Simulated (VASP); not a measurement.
Set up this calculation in VASP 6.6.1, as the native input.

| Property | Result |
| --- | --- |
| Task | single point |
| Functional | r2SCAN |
| Potentials or basis | VASP PAW PBE potentials, release 64 (Si, Ge_d) |
| Cutoff | 520 eV |
| k mesh | 12 × 12 × 6 |
| Occupations | gaussian, width 0.05 eV |
| Spin | no spin polarisation |
| Dipole correction | no |
| Further INCAR settings | ALGO = Normal; EDIFF = 1e-06; NBANDS = 26 |

The system is SiGe.

```
CELL_PARAMETERS angstrom
3.57743 0.00000 0.00000
-1.78871 3.09814 0.00000
0.00000 0.00000 7.68723
ATOMIC_POSITIONS crystal
Si 0.66667 0.33333 0.87447
Si 0.33333 0.66667 0.37447
Ge 0.66667 0.33333 0.50053
Ge 0.33333 0.66667 0.00053
```

This cell differs from its parent crystal: ratio of the length along z to the lengths across it x 1.3, volume and fractional coordinates fixed.

One way to write it, as run:

POSCAR

```
SiGe
1.0
    3.5774263362      0.0000000000      0.0000000000
   -1.7887131681      3.0981420873      0.0000000000
    0.0000000000      0.0000000000      7.6872258355
Si Ge
2 2
Direct
    0.6666666667      0.3333333333      0.8744661518
    0.3333333333      0.6666666667      0.3744661518
    0.6666666667      0.3333333333      0.5005328482
    0.3333333333      0.6666666667      0.0005328482
```

INCAR.step1

```
  PREC = Accurate
  ENCUT = 520
  ISMEAR = 0
  SIGMA = 0.05
  LREAL = False
  LASPH = True
  NELM = 80
  NBANDS = 26
  GGA = PE
  ALGO = Normal
  EDIFF = 1E-4
  LWAVE = True
  LCHARG = False
```

INCAR.step2

```
  PREC = Accurate
  ENCUT = 520
  EDIFF = 1E-6
  ISMEAR = 0
  SIGMA = 0.05
  LREAL = False
  LASPH = True
  NELM = 80
  ALGO = Normal
  ISIF = 2
  LWAVE = False
  LCHARG = True
  METAGGA = R2SCAN
  LMIXTAU = True
  LELF = True
  LVHAR = True
  NBANDS = 26
  ISTART = 1
```

KPOINTS

```
Automatic mesh
0
Gamma
  12 12 6
```

Potentials or basis: VASP PAW PBE potentials, release 64 (Si, Ge_d).

Command:

```sh
$ cat potpaw_PBE.64/Si/POTCAR potpaw_PBE.64/Ge_d/POTCAR > POTCAR
$ cp INCAR.step1 INCAR
$ mpirun -np 1 vasp_std > vasp.out
$ cp INCAR.step2 INCAR
$ mpirun -np 1 vasp_std > vasp.out
```

Results of the run:

| Property | Result |
| --- | --- |
| Pressure | 7.3 GPa |
| Largest force | 0.952 eV/Å |
| Band gap on the k mesh | zero (bands 18 and 19 overlap by 1.48 eV) |

Caveat: the cell stands under pressure; the PAW data sets were made with another functional, which shifts forces and pressure a little.

Run time: 5.9 min on 1 thread of AMD EPYC 9R45 96-Core Processor (Zen 5), on a shared host, peak memory 0.27 GiB.
